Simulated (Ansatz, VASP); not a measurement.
# Two plane-wave programs on C

```
C
1.0
     0.00000    1.78337    1.78337
     1.78337    0.00000    1.78337
     1.78337    1.78337    0.00000
C
2
Direct
  0.00000 0.00000 0.00000
  0.25000 0.25000 0.25000
```

Alike in both runs: task relaxation of cell and atoms; functional PBE; dispersion D3(BJ); k mesh 12 × 12 × 12; occupations gaussian, width 0.02 eV; no spin polarisation.

|  | VASP | Ansatz |
| --- | --- | --- |
| version | VASP 6.6.1 | Ansatz 0.2.0 |
| potentials or method | VASP PAW PBE potentials, release 64 (C), cutoff 600 eV | scalar-relativistic, plane waves, PAW |
| valence electrons in the cell | 8 | 8 |

```csv
,VASP,Ansatz,Ansatz less VASP
"gap on the k mesh at the Fermi level, each at its own relaxed structure (eV)",4.17,4.18,+0.007
relaxed volume (Å³/atom),5.62,5.62,0.000
relaxed cell length with the largest relative difference (Å),2.515,2.515,0.0000
```
